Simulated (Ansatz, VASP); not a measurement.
**AgI: VASP beside Ansatz**

```
Ag I
1.0
     4.58000    0.00000    0.00000
    -2.29000    3.96640    0.00000
     0.00000    0.00000    7.51000
Ag I
2 2
Direct
  0.33333 0.66667 0.00000
  0.66667 0.33333 0.50000
  0.33333 0.66667 0.37500
  0.66667 0.33333 0.87500
```

Alike in both runs: task single point; functional PBEsol; k mesh 6 × 6 × 4; occupations gaussian, width 0.1 eV; no spin polarisation.

```csv
,VASP,Ansatz
version,VASP 6.6.1,Ansatz 0.2.0
potentials or method,"VASP PAW PBE potentials, release 64 (Ag, I), cutoff 500 eV","scalar-relativistic, plane waves, PAW"
valence electrons in the cell,36,72
```

Ansatz gave:

| Property | Result |
| --- | --- |
| gap on the k mesh at the Fermi level (eV) | 1.23 |
| least direct gap on the mesh (eV) | 1.23 |
| pressure (GPa) | -0.5 |
| traceless stress, the component that is largest in VASP (GPa) | -0.12 |
| rms of the force components (eV/Å) | 0.008 |

Q: Which values does VASP return?

A: gap on the k mesh at the Fermi level (eV): 1.23; least direct gap on the mesh (eV): 1.23; pressure (GPa): -0.6; traceless stress, the component that is largest in VASP (GPa): -0.12; rms of the force components (eV/Å): 0.008.

VASP's potentials were made for PBE, not for PBEsol. Atom by atom the forces differ by 0.000 eV/Å (rms over components). VASP's potentials hold 36 valence electrons a cell and Ansatz's 72, so a difference there can come from the potentials and not from the codes.

Spin-orbit coupling is off throughout.
